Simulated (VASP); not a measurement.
A run of VASP 6.6.1 is set up as follows.

File INCAR:

```
PREC = Accurate
ENCUT = 600
EDIFF = 1E-6
ISMEAR = 0
SIGMA = 0.01
LREAL = False
LASPH = True
NELM = 100
ALGO = Normal
ISIF = 3
LWAVE = False
LCHARG = False
GGA = PS
IBRION = 2
NSW = 100
EDIFFG = -0.002
PSTRESS = 20.0
```

The input KPOINTS:

```
Automatic mesh
0
Gamma
  8 8 8
```

The input POSCAR:

```
MgS
1.0
    0.0000000000      2.5909606437      2.5909606437
    2.5909606437      0.0000000000      2.5909606437
    2.5909606437      2.5909606437      0.0000000000
Mg S
1 1
Direct
    0.0000000000      0.0000000000      0.0000000000
    0.5000000000      0.5000000000      0.5000000000
```

Potentials or basis: VASP PAW PBE potentials, release 64 (Mg, S).

Command:

```sh
$ cat potpaw_PBE.64/Mg/POTCAR potpaw_PBE.64/S/POTCAR > POTCAR
$ mpirun -np 1 vasp_std > vasp.out
```

(1) What does it give for the relaxed volume?

(2) Estimate the relaxed cell.

(3) What does it give for the band gap on the k mesh?

(4) Predict the space group after relaxing (to 0.05 Å).

## Answers

(1) 16.94 Å³/atom.

(2) a = 3.632 Å, b = 3.632 Å, c = 3.632 Å, α = 60.00°, β = 60.00°, γ = 60.00°.

(3) 2.78 eV, indirect (least direct gap 3.90 eV).

(4) Fm-3m (No. 225).

Caveat: the cell is relaxed towards a set pressure, so the enthalpy falls and the energy may rise; the PAW data sets were made with another functional, which shifts forces and pressure a little.
